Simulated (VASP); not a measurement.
# NaPtCl3 (Pm-3m) in VASP: notebook

Aim: see how the results for NaPtCl3 move with the level of theory and the settings. Levels: r2SCAN, PBE. Tasks: single point.

All numbers are computed with VASP 6.6.1; they aren't measurements. Logs are shortened: lines on timing, memory, paths and dates and some standing lists are left out, and cuts for length are marked.

## (1) The cell of the first run

It takes space group Pm-3m (No. 221, cubic). Conventional cell: a = 4.937 Å, b = 4.937 Å, c = 4.937 Å, α = 90.00°, β = 90.00°, γ = 90.00°. Na (site symmetry m-3m) has 12 Cl at 3.49 Å and 8 Pt at 4.28 Å within 4.6 Å. Pt (site symmetry m-3m) has 6 Cl at 2.47 Å within 3.3 Å. Within 3.3 Å of Cl (site symmetry 4/mmm) lie 2 Pt at 2.47 Å.

## (2) Single point, r2SCAN

Input file POSCAR:

```
NaPtCl3
1.0
    4.9374769444      0.0000000000      0.0000000000
    0.0000000000      4.9374769444      0.0000000000
    0.0000000000      0.0000000000      4.9374769444
Na Pt Cl
1 1 3
Direct
    0.0000000000      0.0000000000      0.0000000000
    0.5000000000      0.5000000000      0.5000000000
    0.0000000000      0.5000000000      0.5000000000
    0.5000000000      0.5000000000      0.0000000000
    0.5000000000      0.0000000000      0.5000000000
```

Input file INCAR.step1:

```
SYSTEM = NaPtCl3
PREC = Accurate ; ENCUT = 520
ISMEAR = 0 ; SIGMA = 0.1
LREAL = .False. ; LASPH = .True.
NELM = 80 ; NBANDS = 27
GGA = PE ; ALGO = Normal
EDIFF = 1E-4 ; LWAVE = .True.
LCHARG = .False.
```

Input file INCAR.step2:

```
SYSTEM = NaPtCl3
PREC = Accurate ; ENCUT = 520
EDIFF = 1E-7 ; ISMEAR = 0
SIGMA = 0.1 ; LREAL = .False.
LASPH = .True. ; NELM = 80
ALGO = Normal ; ISIF = 2
LWAVE = .False. ; LCHARG = .False.
METAGGA = R2SCAN ; LMIXTAU = .True.
NBANDS = 27 ; ISTART = 1
```

Input file KPOINTS:

```
regular mesh
0
Gamma
  8 8 8
  0 0 0
```

Potentials or basis: VASP PAW PBE potentials, release 64 (Na_pv, Pt, Cl).

On the command line:

```bash
cat potpaw_PBE.64/Na_pv/POTCAR potpaw_PBE.64/Pt/POTCAR potpaw_PBE.64/Cl/POTCAR > POTCAR
cp INCAR.step1 INCAR
mpirun -np 1 vasp_std > vasp.out
cp INCAR.step2 INCAR
mpirun -np 1 vasp_std > vasp.out
```

OUTCAR:

```text
SYSTEM = NaPtCl3
   PREC = Accurate
   ENCUT = 520
   EDIFF = 1E-7
   ISMEAR = 0
   LREAL = .False.
   LASPH = .True.
   NELM = 80
   ISIF = 2
   METAGGA = R2SCAN
   ISTART = 1

 ion  position               nearest neighbor table
   1  0.000  0.000  0.000-
   2  0.500  0.500  0.500-   3 2.47   4 2.47   5 2.47   4 2.47   5 2.47   3 2.47
   3  0.000  0.500  0.500-   2 2.47   2 2.47
   4  0.500  0.500  0.000-   2 2.47   2 2.47
   5  0.500  0.000  0.500-   2 2.47   2 2.47

  LATTYP: Found a simple cubic cell.
 ALAT       =     4.9374769444

  Lattice vectors:

 A1 = (   4.9374769444,   0.0000000000,   0.0000000000)
 A2 = (   0.0000000000,   4.9374769444,   0.0000000000)
 A3 = (   0.0000000000,   0.0000000000,   4.9374769444)

Analysis of symmetry for initial positions (statically):
=====================================================================
 Subroutine PRICEL returns:
 Original cell was already a primitive cell.

 Routine SETGRP: Setting up the symmetry group for a
 simple cubic supercell.

 Subroutine GETGRP returns: Found 48 space group operations
 (whereof 48 operations were pure point group operations)
 out of a pool of 48 trial point group operations.

The static configuration has the point symmetry O_h .

Analysis of symmetry for dynamics (positions and initial velocities):
=====================================================================
 Subroutine PRICEL returns:
 Original cell was already a primitive cell.

 Routine SETGRP: Setting up the symmetry group for a
 simple cubic supercell.

 Subroutine GETGRP returns: Found 48 space group operations
 (whereof 48 operations were pure point group operations)
 out of a pool of 48 trial point group operations.

The dynamic configuration has the point symmetry O_h .

 Subroutine INISYM returns: Found 48 space group operations
 (whereof 48 operations are pure point group operations),
 and found     1 'primitive' translations

----------------------------------------------------------------------------------------

                                     Primitive cell

  volume of cell :     120.3692

  direct lattice vectors                    reciprocal lattice vectors
     4.937476944  0.000000000  0.000000000     0.202532591  0.000000000  0.000000000
     0.000000000  4.937476944  0.000000000     0.000000000  0.202532591  0.000000000
     0.000000000  0.000000000  4.937476944     0.000000000  0.000000000  0.202532591

  length of vectors
     4.937476944  4.937476944  4.937476944     0.202532591  0.202532591  0.202532591

  position of ions in fractional coordinates (direct lattice)
     0.000000000  0.000000000  0.000000000
     0.500000000  0.500000000  0.500000000
     0.000000000  0.500000000  0.500000000
     0.500000000  0.500000000  0.000000000
     0.500000000  0.000000000  0.500000000

  ion indices of the primitive-cell ions
   primitive index   ion index
                 1           1
                 2           2
                 3           3
                 4           4
                 5           5

----------------------------------------------------------------------------------------

 KPOINTS: regular mesh

Automatic generation of k-mesh.
 Grid dimensions read from file:
 generate k-points for:    8    8    8

 Generating k-lattice:

  Cartesian coordinates                     Fractional coordinates (reciprocal lattice)
     0.025316574  0.000000000  0.000000000     0.125000000  0.000000000  0.000000000
     0.000000000  0.025316574  0.000000000     0.000000000  0.125000000  0.000000000
     0.000000000  0.000000000  0.025316574     0.000000000  0.000000000  0.125000000

  Length of vectors
     0.025316574  0.025316574  0.025316574

  Shift w.r.t. Gamma in fractional coordinates (k-lattice)
     0.000000000  0.000000000  0.000000000

 Subroutine IBZKPT returns following result:
 ===========================================

 Found     35 irreducible k-points:

 Following reciprocal coordinates:
            Coordinates               Weight
  0.000000  0.000000  0.000000      1.000000
  0.125000  0.000000  0.000000      6.000000
  0.250000  0.000000  0.000000      6.000000
  0.375000  0.000000  0.000000      6.000000
  0.500000  0.000000  0.000000      3.000000
  0.125000  0.125000  0.000000     12.000000
[... 16 lines left out ...]
  0.375000  0.375000  0.125000     24.000000
  0.500000  0.375000  0.125000     24.000000
 [... further k-points ...]
   k-points           NKPTS =     35   k-points in BZ     NKDIM =     35   number of bands    NBANDS=     27
   number of dos      NEDOS =    301   number of ions     NIONS =      5
   total plane-waves  NPLWV =  64000
   dimension x,y,z NGX =    40 NGY =   40 NGZ =   40
   dimension x,y,z NGXF=    80 NGYF=   80 NGZF=   80
   ions per type =               1   1   3
   NGX,Y,Z   is equivalent  to a cutoff of  13.47, 13.47, 13.47 a.u.
   NGXF,Y,Z  is equivalent  to a cutoff of  26.94, 26.94, 26.94 a.u.
 SYSTEM =  NaPtCl3
   PREC   = accura    normal or accurate (medium, high low for compatibility)
   ISTART =      1    job   : 0-new  1-cont  2-samecut
   ICHARG =      0    charge: 1-file 2-atom 10-const
   ISPIN  =      1    spin polarized calculation?
   LNONCOLLINEAR =      F non collinear calculations
   LSORBIT =      F    spin-orbit coupling
   LASPH  =      T    aspherical Exc in radial PAW
   ENCUT  =  520.0 eV  38.22 Ry    6.18 a.u.   9.18  9.18  9.18*2*pi/ulx,y,z
   NELM   =     80;   NELMIN=  2; NELMDL=  0     # of ELM steps
   EDIFF  = 0.1E-06   stopping-criterion for ELM
   LREAL  =      F    real-space projection
   EDIFFG = 0.1E-05   stopping-criterion for IOM
   NSW    =      0    number of steps for IOM
   IBRION =     -1    ionic relax: 0-MD 1-quasi-New 2-CG
   NFREE  =      0    steps in history (QN), initial steepest desc. (CG)
   ISIF   =      2    stress and relaxation
   ISYM   =      2    0-nonsym 1-usesym 2-fastsym
   POTIM  = 0.5000    time-step for ionic-motion
   TEBEG  =    0.0;   TEEND  =   0.0 temperature during run
   PSTRESS=    0.0 pullay stress
   NELECT =      38.0000    total number of electrons
   NUPDOWN=      -1.0000    fix difference up-down
   EMIN   =  10.00;   EMAX   =-10.00  energy-range for DOS
   EFERMI =   0.00;   METHOD = LEGACY
   ISMEAR =     0;   SIGMA  =   0.10  broadening in eV -4-tet -1-fermi 0-gaus
   EFERMI_NEDOS =   21; number of points for ismear=-14 and -15
   IALGO  =     38    algorithm
   IMIX   =      4    mixing-type and parameters
     AMIX     =   0.40;   BMIX     =  1.00
     AMIX_MAG =   1.60;   BMIX_MAG =  1.00
  volume/ion in A,a.u.               =      24.07       162.46
  Fermi-wavevector in a.u.,A,eV,Ry     =   1.114716  2.106508 16.906491  1.242592
  Thomas-Fermi vector in A             =   2.251314
   LORBIT       =      0    0 simple, 1 ext, 2 COOP (PROOUT), +10 PAW based schemes
   METAGGA = R2SCAN    functional components
   LHFCALC =     F    Hartree Fock is set to
   AEXX    =    0.0000 exact exchange contribution
   IVDW    =     0    specifies the selected vdW correction
   LEPSILON=     F    determine dielectric tensor
   LRPA    =     F    only Hartree local field effects (RPA)
 non-spin polarized calculation
 Gauss-broadening in eV      SIGMA  =   0.10
  energy-cutoff  :      520.00
  volume of cell :      120.37
 maximum number of plane-waves:      3258
 NGX is ok and might be reduce to    40
   NGX = 19   NGY = 19   NGZ = 19

 number of electron      37.9999994 magnetization

 Free energy of the ion-electron system (eV)
  ---------------------------------------------------
  ext. energy  EPLUGINS =         0.00000000
  ---------------------------------------------------
  free energy    TOTEN  =       -77.91374976 eV

  energy without entropy =      -77.91127462  energy(sigma->0) =      -77.91251219

 E-fermi :   2.5537     XC(G=0):  -9.0490

 val. band max:        2.4926989347   @ k =   0.5000   0.1250   0.0000
 cond. band min:       2.6504492748   @ k =   0.3750   0.1250   0.1250
 fundamental gap:      0.1577503401
 Fermi energy:         2.5537280943

 k-point     1 :       0.0000    0.0000    0.0000
  band No.  band energies     occupation
      1     -22.8004      2.00000
      2     -22.8004      2.00000
      3     -22.8004      2.00000
      4     -14.3054      2.00000
      5     -13.4666      2.00000
      6     -13.4666      2.00000
[... 19 lines left out ...]
     26      11.6416      0.00000
     27      11.6416      0.00000

 k-point     2 :       0.1250    0.0000    0.0000
  band No.  band energies     occupation
      1     -22.8005      2.00000
      2     -22.8004      2.00000
      3     -22.8004      2.00000
      4     -14.2712      2.00000
      5     -13.4728      2.00000
      6     -13.4654      2.00000
[... 19 lines left out ...]
     26      11.3393      0.00000
     27      11.6962      0.00000

 k-point     3 :       0.2500    0.0000    0.0000
  band No.  band energies     occupation
      1     -22.8008      2.00000
      2     -22.8004      2.00000
      3     -22.8004      2.00000
      4     -14.1833      2.00000
      5     -13.4918      2.00000
      6     -13.4625      2.00000
[... 19 lines left out ...]
     26      10.9299      0.00000
     27      11.8580      0.00000

 k-point     4 :       0.3750    0.0000    0.0000
  band No.  band energies     occupation
      1     -22.8010      2.00000
      2     -22.8003      2.00000
      3     -22.8003      2.00000
      4     -14.0848      2.00000
      5     -13.5192      2.00000
      6     -13.4596      2.00000
[... 19 lines left out ...]
     26      10.7547      0.00000
     27      12.1073      0.00000
[... 516 lines left out ...]
      4     -13.8781      2.00000
      5     -13.5251      2.00000
      6     -13.4777      2.00000
[... 19 lines left out ...]
     26      11.0992      0.00000
     27      11.3760      0.00000

 k-point    23 :       0.3750    0.3750    0.1250
  band No.  band energies     occupation
      1     -22.8009      2.00000
      2     -22.8009      2.00000
      3     -22.8004      2.00000
      4     -13.8231      2.00000
      5     -13.5104      2.00000
      6     -13.4966      2.00000
[... 19 lines left out ...]
     26      10.9337      0.00000
     27      11.1243      0.00000

 k-point    24 :       0.5000    0.3750    0.1250
  band No.  band energies     occupation
      1     -22.8010      2.00000
      2     -22.8009      2.00000
      3     -22.8004      2.00000
      4     -13.7735      2.00000
      5     -13.5199      2.00000
      6     -13.5003      2.00000
[... 19 lines left out ...]
     26      10.6506      0.00000
     27      10.8550      0.00000

 [... further k-points ...]
[... 5 lines left out ...]
  --------------------------------------------------------------------------------------
  -------------------------------------------------------------------------------------
  Total       -0.9451031     -0.9451031     -0.9451031     -0.0000000      0.0000000     -0.0000000
  in kB      -12.5798234    -12.5798234    -12.5798234     -0.0000000      0.0000000     -0.0000000
  external PRESSURE =     -12.5798234 kB  Pullay stress =       0.0000000 kB

 VOLUME and BASIS-vectors are now :
 -----------------------------------------------------------------------------
  energy-cutoff  :      520.00
  volume of cell :      120.37
      direct lattice vectors                 reciprocal lattice vectors
     4.937476944  0.000000000  0.000000000     0.202532591  0.000000000  0.000000000
     0.000000000  4.937476944  0.000000000     0.000000000  0.202532591  0.000000000
     0.000000000  0.000000000  4.937476944     0.000000000  0.000000000  0.202532591

 POSITION                                       TOTAL-FORCE (eV/Angst)
 -----------------------------------------------------------------------------------
      0.00000      0.00000      0.00000         0.000000      0.000000      0.000000
      2.46874      2.46874      2.46874         0.000000      0.000000      0.000000
      0.00000      2.46874      2.46874         0.000000      0.000000      0.000000
      2.46874      2.46874      0.00000         0.000000      0.000000      0.000000
      2.46874      0.00000      2.46874         0.000000      0.000000      0.000000
 -----------------------------------------------------------------------------------
    total drift:                                0.000000     -0.000000     -0.000000

  FREE ENERGIE OF THE ION-ELECTRON SYSTEM (eV)
  ---------------------------------------------------
  free  energy   TOTEN  =       -77.9137497647 eV

  energy  without entropy=      -77.9112746167  energy(sigma->0) =      -77.91251219
```

It took 3.7 min on 1 thread of Intel Xeon Platinum 8488C (Sapphire Rapids), shared host; peak memory 0.32 GiB.

Results:

| Item | Value |
| --- | --- |
| Free energy | -77.9137 eV |
| Pressure | -1.3 GPa |
| Band gap on the k mesh | zero (bands 19 and 20 overlap by 4.52 eV) |

Caveat: the PAW data sets were made with another functional, which shifts forces and pressure a little; spin-orbit coupling is left out, which moves the levels of the heavy elements.

## (3) Single point, PBE, collinear spin

Input file INCAR:

```
  ALGO = Normal
  EDIFF = 1E-6
  ENCUT = 520
  GGA = PE
  ISIF = 2
  ISMEAR = 0
  ISPIN = 2
  LASPH = T
  LCHARG = T
  LELF = T
  LMAXMIX = 4
  LORBIT = 11
  LREAL = F
  LVHAR = T
  LWAVE = F
  MAGMOM = 0 0.33 0 0 0
  NBANDS = 31
  NELM = 150
  PREC = Accurate
  SIGMA = 0.1
```

Input file KPOINTS:

```
k-points
0
Gamma
  8 8 8
```

POSCAR is that of step 2.

Potentials or basis: VASP PAW PBE potentials, release 64 (Na_pv, Pt, Cl).

On the command line:

```bash
cat potpaw_PBE.64/Na_pv/POTCAR potpaw_PBE.64/Pt/POTCAR potpaw_PBE.64/Cl/POTCAR > POTCAR
mpirun -np 1 vasp_std > vasp.out
```

OUTCAR:

```text
EDIFF = 1E-6
   ENCUT = 520
   GGA = PE
   ISIF = 2
   ISMEAR = 0
   ISPIN = 2
   LASPH = T
   LORBIT = 11
   LREAL = F
   NELM = 150
   PREC = Accurate

 ion  position               nearest neighbor table
   1  0.000  0.000  0.000-
   2  0.500  0.500  0.500-   3 2.47   4 2.47   5 2.47   4 2.47   5 2.47   3 2.47
   3  0.000  0.500  0.500-   2 2.47   2 2.47
   4  0.500  0.500  0.000-   2 2.47   2 2.47
   5  0.500  0.000  0.500-   2 2.47   2 2.47

  LATTYP: Found a simple cubic cell.
 ALAT       =     4.9374769444

  Lattice vectors:

 A1 = (   4.9374769444,   0.0000000000,   0.0000000000)
 A2 = (   0.0000000000,   4.9374769444,   0.0000000000)
 A3 = (   0.0000000000,   0.0000000000,   4.9374769444)

Analysis of symmetry for initial positions (statically):
=====================================================================
 Subroutine PRICEL returns:
 Original cell was already a primitive cell.

[... 1835 lines left out ...]
     31      13.2181      0.00000

 [... further k-points ...]
[... 5 lines left out ...]
  --------------------------------------------------------------------------------------
  -------------------------------------------------------------------------------------
  Total       -0.0582501     -0.0582501     -0.0582501      0.0000000     -0.0000000      0.0000000
  in kB       -0.7753400     -0.7753400     -0.7753400      0.0000000     -0.0000000      0.0000000
  external PRESSURE =      -0.7753400 kB  Pullay stress =       0.0000000 kB

 VOLUME and BASIS-vectors are now :
 -----------------------------------------------------------------------------
  energy-cutoff  :      520.00
  volume of cell :      120.37
      direct lattice vectors                 reciprocal lattice vectors
     4.937476944  0.000000000  0.000000000     0.202532591  0.000000000  0.000000000
     0.000000000  4.937476944  0.000000000     0.000000000  0.202532591  0.000000000
     0.000000000  0.000000000  4.937476944     0.000000000  0.000000000  0.202532591

 POSITION                                       TOTAL-FORCE (eV/Angst)
 -----------------------------------------------------------------------------------
      0.00000      0.00000      0.00000         0.000000      0.000000      0.000000
      2.46874      2.46874      2.46874         0.000000      0.000000      0.000000
      0.00000      2.46874      2.46874         0.000000      0.000000      0.000000
      2.46874      2.46874      0.00000         0.000000      0.000000      0.000000
      2.46874      0.00000      2.46874         0.000000      0.000000      0.000000
 -----------------------------------------------------------------------------------
    total drift:                                0.000000     -0.000000     -0.000000

  FREE ENERGIE OF THE ION-ELECTRON SYSTEM (eV)
  ---------------------------------------------------
  free  energy   TOTEN  =       -16.7370126381 eV

  energy  without entropy=      -16.7345648496  energy(sigma->0) =      -16.73578874

 total charge

# of ion       s       p       d       tot
------------------------------------------
    1        0.014   5.952   0.000   5.966
    2        0.505   0.410   8.155   9.070
    3        1.605   3.472   0.000   5.077
    4        1.605   3.472   0.000   5.077
    5        1.605   3.472   0.000   5.077
--------------------------------------------------
tot          5.333  16.779   8.155  30.267

 magnetization (x)

# of ion       s       p       d       tot
------------------------------------------
    1        0.000  -0.000   0.000  -0.000
    2        0.000   0.000   0.000   0.000
    3        0.000  -0.000   0.000  -0.000
    4        0.000  -0.000   0.000  -0.000
    5        0.000  -0.000   0.000  -0.000
--------------------------------------------------
tot          0.000  -0.000   0.000   0.000
```

OSZICAR:

```text
N       E                     dE             d eps       ncg     rms          rms(c)
DAV:   1     0.311338826109E+03    0.31134E+03   -0.16842E+04  4372   0.114E+03
DAV:   2     0.122203766388E+02   -0.29912E+03   -0.27828E+03  4740   0.283E+02
DAV:   3    -0.168574382806E+02   -0.29078E+02   -0.28583E+02  5369   0.944E+01
DAV:   4    -0.175607262379E+02   -0.70329E+00   -0.70126E+00  5244   0.157E+01
DAV:   5    -0.175789116886E+02   -0.18185E-01   -0.18183E-01  5530   0.256E+00    0.156E+01
DAV:   6    -0.167873733908E+02    0.79154E+00   -0.20843E+00  5012   0.941E+00    0.994E+00
DAV:   7    -0.167489758078E+02    0.38398E-01   -0.32332E-01  5090   0.310E+00    0.471E+00
DAV:   8    -0.167378506549E+02    0.11125E-01   -0.22991E-02  5047   0.926E-01    0.571E-01
DAV:   9    -0.167373663130E+02    0.48434E-03   -0.26563E-03  5486   0.337E-01    0.279E-01
DAV:  10    -0.167370503368E+02    0.31598E-03   -0.28175E-04  5096   0.106E-01    0.130E-01
DAV:  11    -0.167370463201E+02    0.40167E-05   -0.71146E-04  4886   0.167E-01    0.575E-02
DAV:  12    -0.167370218458E+02    0.24474E-04   -0.59300E-05  5387   0.490E-02    0.440E-02
DAV:  13    -0.167370125503E+02    0.92956E-05   -0.93019E-06  5554   0.168E-02    0.232E-02
DAV:  14    -0.167370126381E+02   -0.87845E-07   -0.24040E-06  4553   0.868E-03
   1 F= -.16737013E+02 E0= -.16735789E+02  d E =-.244779E-02  mag=     0.0002
```

stdout:

```text
POSCAR found type information on POSCAR NaPtCl
 POSCAR found :  3 types and       5 ions
 scaLAPACK will be used
 LDA part: xc-table for (Slater+PW92), standard interpolation
 POSCAR, INCAR and KPOINTS ok, starting setup
 FFT: planning ... GRIDC
 FFT: planning ... GRID_SOFT
 FFT: planning ... GRID
 WAVECAR not read
 entering main loop
```

It took 2.6 min on 1 thread of Intel Xeon Platinum 8488C (Sapphire Rapids), shared host; peak memory 0.41 GiB.

Results:

* Free energy: -16.7370 eV
* Pressure: -0.1 GPa
* Band gap on the k mesh: zero (filled and empty bands overlap)
* Net moment: 0.00 μB per cell
* Valence electrons inside the program's atomic spheres: Na 5.97; Pt 9.07; Cl 5.08

Caveat: spin-orbit coupling is left out, which moves the levels of the heavy elements.

The gap in the log of VASP goes by the Fermi energy; the results here count the filled bands.